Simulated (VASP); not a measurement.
A run of VASP 6.6.1 is set up as follows.

Contents of INCAR:

```
PREC = Accurate
ENCUT = 520
EDIFF = 1E-6
ISMEAR = 0
SIGMA = 0.02
LREAL = Auto
LASPH = T
NELM = 150
ALGO = Normal
ISIF = 2
LWAVE = F
LCHARG = F
ISPIN = 2
MAGMOM = 0 0 0 0 0 0 0 0 0 0 0 0 0 0 0 0 1
LORBIT = 11
GGA = PE
NBANDS = 52
```

The input KPOINTS:

```
regular mesh
0
Gamma
  2 2 2
```

The input POSCAR:

```
Si16B
1.0
    0.0000000000      5.4300000000      5.4300000000
    5.4300000000      0.0000000000      5.4300000000
    5.4300000000      5.4300000000      0.0000000000
Si B
16 1
Direct
    0.0072431767     -0.0024734357      0.0001509880
    0.1267546416      0.1219091043      0.1295752529
    0.0030635105     -0.0009466538      0.5040195303
    0.1254310711      0.1277709344      0.6274385812
    0.0082554996      0.4954480390     -0.0028400532
    0.1256046049      0.6247103174      0.1234181526
    0.0061774629      0.5003242264      0.4962367903
    0.1270992927      0.6247102296      0.6238140400
    0.4992415899     -0.0035462082      0.0065846418
    0.6341570721      0.1141969021      0.1330643746
    0.4970230937      0.0065959505      0.5070482489
    0.6280805406      0.1248834520      0.6310494053
    0.5021877224      0.4974699672     -0.0120055967
    0.6340530163      0.6148732599      0.1224294256
    0.4993855997      0.4998798313      0.5001081362
    0.6338312904      0.6341217042      0.6054920793
    0.6763569149      0.7740297793      0.2524850029
```

Potentials or basis: VASP PAW PBE potentials, release 64 (Si, B).

Command:

```console
$ cat potpaw_PBE.64/Si/POTCAR potpaw_PBE.64/B/POTCAR > POTCAR
$ mpirun -np 1 vasp_std > vasp.out
```

Problem. Predict the largest force.

Solution. 0.026 eV/Å.

Problem. Estimate the net moment.

Solution. 0.00 μB per cell.

Forces on the atoms (eV/Å):
```
Si   0.000  0.005 -0.002
Si  -0.001 -0.006 -0.002
Si  -0.003 -0.002  0.005
Si   0.000 -0.001 -0.005
Si   0.002  0.005 -0.001
Si  -0.007  0.002  0.006
Si  -0.004 -0.003  0.003
Si   0.006 -0.003 -0.005
Si   0.014  0.003 -0.012
Si  -0.008  0.004  0.000
Si  -0.002 -0.006 -0.003
Si  -0.006  0.008  0.006
Si   0.018 -0.008 -0.017
Si  -0.007  0.005  0.008
Si   0.004 -0.006  0.000
Si  -0.007 -0.004  0.013
B    0.002  0.007  0.006
```

Caveat: the k points lie up to 0.50 Å⁻¹ apart.
